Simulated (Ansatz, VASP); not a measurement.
## Two plane-wave programs on Ta2N

```xyz
3
Lattice="2.9797 0.0000 0.0000 -1.4899 2.5805 0.0000 0.0000 0.0000 4.7849" Properties=species:S:1:pos:R:3 pbc="T T T"
Ta    1.4899    0.8602    3.5728
Ta    0.0000    1.7203    1.2121
N     0.0000    0.0000    0.0000
```

Alike in both runs: task single point; functional LDA; k mesh 18 × 18 × 10; occupations gaussian, width 0.15 eV; no spin polarisation.

```csv
,VASP,Ansatz
version,VASP 6.6.1,Ansatz 0.2.0
potentials or method,"VASP PAW LDA potentials, release 64 (Ta_pv, N), cutoff 520 eV","scalar-relativistic, plane waves, PAW"
valence electrons in the cell,27,31
```

VASP gave:

```
gap on the k mesh at the Fermi level (eV)                     : none
pressure (GPa)                                                : 21.6
traceless stress, the component that is largest in VASP (GPa) : -4.44
rms of the force components (eV/Å)                            : 0.354
```

Task: What did Ansatz give for the same quantities?

Result: gap on the k mesh at the Fermi level (eV): none; pressure (GPa): 19.7; traceless stress, the component that is largest in VASP (GPa): -4.32; rms of the force components (eV/Å): 0.324.

Ansatz warns that its potentials were made for another functional, while VASP's fit it. LDA's correlation is that of Perdew and Zunger in VASP and of Perdew and Wang (1992) in Ansatz. Atom by atom the forces differ by 0.029 eV/Å (rms over components). A gap of «none» marks a metal or a gap that the smearing closes. VASP's potentials hold 27 valence electrons a cell and Ansatz's 31, so a difference there can come from the potentials and not from the codes.

Neither program's run includes spin-orbit coupling.
